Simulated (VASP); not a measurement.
# TiC (dlda) (Fm-3m) in VASP: vibrations by perturbation theory with LDA

Aim: the vibrations by perturbation theory of TiC (dlda) with LDA.

Everything below comes from runs of VASP 6.6.1. Logs are shortened: lines on timing, memory, paths and dates and some standing lists are left out, and cuts for length are marked.

## Step 1: The cell of the first run

It takes space group Fm-3m (No. 225, cubic). Conventional cell: a = 4.261 Å, b = 4.261 Å, c = 4.261 Å, α = 90.00°, β = 90.00°, γ = 90.00°. Within 2.8 Å of Ti (site symmetry m-3m) lie 6 C at 2.13 Å. Within 2.8 Å of C (site symmetry m-3m) lie 6 Ti at 2.13 Å.

## Step 2: Vibrations by perturbation theory, LDA

Contents of INCAR:

```
SYSTEM = TiC
PREC = Accurate
ENCUT = 520
EDIFF = 1E-8
ISMEAR = -1
SIGMA = 0.15
LREAL = .FALSE.
LASPH = .TRUE.
NELM = 100
ALGO = Normal
ISIF = 2
LWAVE = .FALSE.
LCHARG = .FALSE.
GGA = CA
IBRION = 8
NSW = 1
```

Contents of KPOINTS:

```
Automatic mesh
0
G
  16 16 16
  0 0 0
```

Contents of POSCAR:

```
TiC
1.0
    0.0000000000      2.1305996463      2.1305996463
    2.1305996463      0.0000000000      2.1305996463
    2.1305996463      2.1305996463      0.0000000000
Ti C
1 1
Direct
    0.0000000000      0.0000000000      0.0000000000
    0.5000000000      0.5000000000      0.5000000000
```

Potentials or basis: VASP PAW LDA potentials, release 64 (Ti_sv, C).

Launch:

```bash
$ cat potpaw_LDA.64/Ti_sv/POTCAR potpaw_LDA.64/C/POTCAR > POTCAR
$ mpirun -np 1 vasp_std > vasp.out
```

OUTCAR:

```text
SYSTEM = TiC
   PREC = Accurate
   ENCUT = 520
   EDIFF = 1E-8
   ISMEAR = -1
   LREAL = .FALSE.
   LASPH = .TRUE.
   NELM = 100
   ISIF = 2
   GGA = CA
   IBRION = 8
   NSW = 1

 ion  position               nearest neighbor table
   1  0.000  0.000  0.000-   2 2.13   2 2.13   2 2.13   2 2.13   2 2.13   2 2.13
   2  0.500  0.500  0.500-   1 2.13   1 2.13   1 2.13   1 2.13   1 2.13   1 2.13

  LATTYP: Found a face centered cubic cell.
 ALAT       =     4.2611992926

  Lattice vectors:

 A1 = (   0.0000000000,   2.1305996463,   2.1305996463)
 A2 = (   2.1305996463,   0.0000000000,   2.1305996463)
 A3 = (   2.1305996463,   2.1305996463,   0.0000000000)

Analysis of symmetry for initial positions (statically):
=====================================================================
 Subroutine PRICEL returns:
 Original cell was already a primitive cell.

 Routine SETGRP: Setting up the symmetry group for a
 face centered cubic supercell.

 Subroutine GETGRP returns: Found 48 space group operations
 (whereof 48 operations were pure point group operations)
 out of a pool of 48 trial point group operations.

The static configuration has the point symmetry O_h .

Analysis of symmetry for dynamics (positions and initial velocities):
=====================================================================
 Subroutine PRICEL returns:
 Original cell was already a primitive cell.

 Routine SETGRP: Setting up the symmetry group for a
 face centered cubic supercell.

 Subroutine GETGRP returns: Found 48 space group operations
 (whereof 48 operations were pure point group operations)
 out of a pool of 48 trial point group operations.

The dynamic configuration has the point symmetry O_h .

 Subroutine INISYM returns: Found 48 space group operations
 (whereof 48 operations are pure point group operations),
 and found     1 'primitive' translations

----------------------------------------------------------------------------------------

                                     Primitive cell

  volume of cell :      19.3435

  direct lattice vectors                    reciprocal lattice vectors
     0.000000000  2.130599646  2.130599646    -0.234675717  0.234675717  0.234675717
     2.130599646  0.000000000  2.130599646     0.234675717 -0.234675717  0.234675717
     2.130599646  2.130599646  0.000000000     0.234675717  0.234675717 -0.234675717

  length of vectors
     3.013122916  3.013122916  3.013122916     0.406470265  0.406470265  0.406470265

  position of ions in fractional coordinates (direct lattice)
     0.000000000  0.000000000  0.000000000
     0.500000000  0.500000000  0.500000000

  ion indices of the primitive-cell ions
   primitive index   ion index
                 1           1
                 2           2

----------------------------------------------------------------------------------------

 KPOINTS: Automatic mesh

Automatic generation of k-mesh.
 Grid dimensions read from file:
 generate k-points for:   16   16   16

 Generating k-lattice:

  Cartesian coordinates                     Fractional coordinates (reciprocal lattice)
    -0.014667232  0.014667232  0.014667232     0.062500000  0.000000000  0.000000000
     0.014667232 -0.014667232  0.014667232     0.000000000  0.062500000  0.000000000
     0.014667232  0.014667232 -0.014667232     0.000000000  0.000000000  0.062500000

  Length of vectors
     0.025404392  0.025404392  0.025404392

  Shift w.r.t. Gamma in fractional coordinates (k-lattice)
[... 77 lines left out ...]
   GGA     = CA    functional components
   LHFCALC =     F    Hartree Fock is set to
   AEXX    =    0.0000 exact exchange contribution
   IVDW    =     0    specifies the selected vdW correction
   LEPSILON=     F    determine dielectric tensor
   LRPA    =     F    only Hartree local field effects (RPA)
 non-spin polarized calculation
  energy-cutoff  :      520.00
  volume of cell :       19.34
 maximum number of plane-waves:       544
   NGX = 11   NGY = 11   NGZ = 11

--------------------------------------- Ionic step        1  -------------------------------------------

 number of electron      16.0000003 magnetization

 Free energy of the ion-electron system (eV)
  ---------------------------------------------------
  ext. energy  EPLUGINS =         0.00000000
  ---------------------------------------------------
  free energy    TOTEN  =       -20.55024196 eV

  energy without entropy =      -20.52573538  energy(sigma->0) =      -20.53798867

 E-fermi :   9.8092     XC(G=0): -13.2305

 val. band max:        9.7921362534   @ k =   0.1250   0.0625   0.0000
 cond. band min:       9.8594567156   @ k =   0.5000   0.5000   0.0000
 fundamental gap:      0.0673204622
 Fermi energy:         9.8092356143

 k-point     1 :       0.0000    0.0000    0.0000
  band No.  band energies     occupation
      1     -45.9133      2.00000
      2     -22.2897      2.00000
      3     -22.2897      2.00000
      4     -22.2897      2.00000
      5      -2.6093      2.00000
      6      10.4724      0.02376
      7      10.4724      0.02376
      8      10.4724      0.02376
      9      11.5739      0.00002
     10      11.5739      0.00002
     11      11.5739      0.00002
     12      11.6433      0.00001
[... 331 lines left out ...]
 k-point    24 :      -0.0625    0.0625    0.0000
  band No.  band energies     occupation
      1     -45.9037      2.00000
      2     -22.3481      2.00000
      3     -22.3058      2.00000
      4     -22.2910      2.00000
      5      -2.3592      2.00000
      6       9.5763      1.65071
      7       9.7369      1.23649
      8       9.7847      1.08165
      9      10.5912      0.01083
     10      11.2470      0.00014
     11      12.1788      0.00000
     12      12.8153      0.00000

 [... further k-points ...]
[... 5 lines left out ...]
  --------------------------------------------------------------------------------------
  -------------------------------------------------------------------------------------
  Total        0.0866775      0.0866775      0.0866775      0.0000000      0.0000000      0.0000000
  in kB        7.1792881      7.1792881      7.1792881      0.0000000      0.0000000      0.0000000
  external PRESSURE =       7.1792881 kB  Pullay stress =       0.0000000 kB

 VOLUME and BASIS-vectors are now :
 -----------------------------------------------------------------------------
  energy-cutoff  :      520.00
  volume of cell :       19.34
      direct lattice vectors                 reciprocal lattice vectors
     0.000000000  2.130599646  2.130599646    -0.234675717  0.234675717  0.234675717
     2.130599646  0.000000000  2.130599646     0.234675717 -0.234675717  0.234675717
     2.130599646  2.130599646  0.000000000     0.234675717  0.234675717 -0.234675717

 POSITION                                       TOTAL-FORCE (eV/Angst)
 -----------------------------------------------------------------------------------
      0.00000      0.00000      0.00000         0.000000      0.000000      0.000000
      2.13060      2.13060      2.13060        -0.000000      0.000000      0.000000
 -----------------------------------------------------------------------------------
    total drift:                                0.000000     -0.000000     -0.000000

  FREE ENERGIE OF THE ION-ELECTRON SYSTEM (eV)
  ---------------------------------------------------
  free  energy   TOTEN  =       -20.5502419638 eV

  energy  without entropy=      -20.5257353791  energy(sigma->0) =      -20.53798867

[... ionic steps 2 to 3 ...]

--------------------------------------- Ionic step        4  -------------------------------------------

------------------------ aborting loop because EDIFF is reached ----------------------------------------

[... ionic steps 5 to 6 ...]

--------------------------------------- Ionic step        7  -------------------------------------------

 Free energy of the ion-electron system (eV)
  ---------------------------------------------------
  ---------------------------------------------------
  free energy    TOTEN  =        -0.11792473 eV

  energy without entropy =       -0.11792473

------------------------ aborting loop because EDIFF is reached ----------------------------------------

 INTERNAL STRAIN TENSOR  FOR ION    2  DIRECTION 1   (eV/Angst):
 -----------------------------------------------------------------------------
    -0.00981  0.00000 -0.00000
     0.00000  0.00368  0.00000
    -0.00000  0.00000  0.00368

 INTERNAL STRAIN TENSOR FOR ION    2 for displacements in x,y,z  (eV/Angst):
          X           Y           Z          XY          YZ          ZX
  --------------------------------------------------------------------------------
  x     0.00000     0.00000     0.00000     0.00000     0.00000     0.00000
  y     0.00000     0.00000     0.00000     0.00000     0.00000     0.00000
  z     0.00000     0.00000     0.00000     0.00000     0.00000     0.00000

 SECOND DERIVATIVES (NOT SYMMETRIZED)
 ------------------------------------
               1X          1Y          1Z          2X          2Y          2Z
  1X   -10.988973    0.000000    0.000000   10.988973    0.000000    0.000000
  1Y     0.000000  -10.988973    0.000000    0.000000   10.988973    0.000000
  1Z     0.000000    0.000000  -10.988973    0.000000    0.000000   10.988973
  2X    10.897995    0.000000    0.000000  -10.897995    0.000000    0.000000
  2Y     0.000000   10.897995    0.000000    0.000000  -10.897995    0.000000
  2Z     0.000000    0.000000   10.897995    0.000000    0.000000  -10.897995

 Eigenvectors and eigenvalues of the dynamical matrix
 ----------------------------------------------------

   1 f  =   16.668711 THz   104.732599 2PiTHz  556.008345 cm-1    68.936218 meV
             X         Y         Z           dx          dy          dz
      0.000000  0.000000  0.000000     0.000000    0.449317    0.000000
      2.130600  2.130600  2.130600     0.000000   -0.893373    0.000000
[... 21 lines left out ...]
   6 f/i=    0.027812 THz     0.174750 2PiTHz    0.927720 cm-1     0.115023 meV
             X         Y         Z           dx          dy          dz
      0.000000  0.000000  0.000000     0.000000    0.000000    0.893373
      2.130600  2.130600  2.130600     0.000000    0.000000    0.449317

--------------------------------------------------------------------------------------------------------

 ELASTIC MODULI CONTR FROM IONIC RELAXATION (kBar)
 Direction    XX          YY          ZZ          XY          YZ          ZX
 --------------------------------------------------------------------------------
 XX           0.0000      0.0000      0.0000      0.0000      0.0000      0.0000
 YY           0.0000      0.0000      0.0000      0.0000      0.0000      0.0000
 ZZ           0.0000      0.0000      0.0000      0.0000      0.0000      0.0000
 XY           0.0000      0.0000      0.0000      0.0000      0.0000      0.0000
 YZ           0.0000      0.0000      0.0000      0.0000      0.0000      0.0000
 ZX           0.0000      0.0000      0.0000      0.0000      0.0000      0.0000
 --------------------------------------------------------------------------------
```

It took 4.5 min on 1 thread of Intel Xeon Platinum 8488C (Sapphire Rapids), shared host; peak memory 0.32 GiB.

Results:

| Item | Value |
| --- | --- |
| Highest phonon frequency at Γ, LO-TO splitting left out | 556 cm⁻¹ |

Phonon frequencies in cm⁻¹ (negative: imaginary):
```csv
q point,frequencies
"(0.000, 0.000, 0.000)",-1 -1 -1 556 556 556
```
